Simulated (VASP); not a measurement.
Write the native input for VASP 6.6.1 that does the following.

```yaml
Task: single point
Functional: PBEsol
Potentials_or_basis: VASP PAW PBE potentials, release 64 (Na_pv, H)
Cutoff: 520 eV
k_mesh: 9 × 9 × 9
Occupations: fermi-dirac, width 0.03 eV
Spin: no spin polarisation
Dipole_correction: no
Further_INCAR_settings: ALGO = Normal; EDIFF = 1e-06; NBANDS = 11
```

The structure of NaH lies in POSCAR:

```
NaH
1.0
    0.0000000000      2.3912000000      2.4400000000
    2.3912000000      0.0000000000      2.4400000000
    2.3912000000      2.3912000000      0.0000000000
Na H
1 1
Direct
    0.0000000000      0.0000000000      0.0000000000
    0.5000000000      0.5000000000      0.5000000000
```

This cell differs from its parent crystal: equal xx and yy strain of -2 %.

One way to write it, as run:

INCAR

```
SYSTEM = NaH
  PREC = Accurate
  ENCUT = 520
  EDIFF = 1E-6
  ISMEAR = -1
  SIGMA = 0.03
  LREAL = .FALSE.
  LASPH = .TRUE.
  NELM = 100
  ALGO = Normal
  ISIF = 2
  LWAVE = .FALSE.
  LCHARG = .FALSE.
  GGA = PS
  NBANDS = 11
```

KPOINTS

```
regular mesh
0
G
  9 9 9
  0 0 0
```

Potentials or basis: VASP PAW PBE potentials, release 64 (Na_pv, H).

The run is started by

```console
$ cat potpaw_PBE.64/Na_pv/POTCAR potpaw_PBE.64/H/POTCAR > POTCAR
$ mpirun -np 1 vasp_std > vasp.out
```

It gave:

| Item | Value |
| --- | --- |
| Pressure | -0.3 GPa |
| Band gap on the k mesh | 3.86 eV (least direct gap 4.63 eV) |

Caveat: the cell differs from its parent crystal (equal xx and yy strain of -2 %); the PAW data sets were made with another functional, which shifts forces and pressure a little; an odd mesh through Γ misses points on the zone boundary, where band edges can lie.

Wall time 32 s on 1 thread of Intel Xeon 8259CL, with other jobs on the host, peak memory 0.16 GiB.
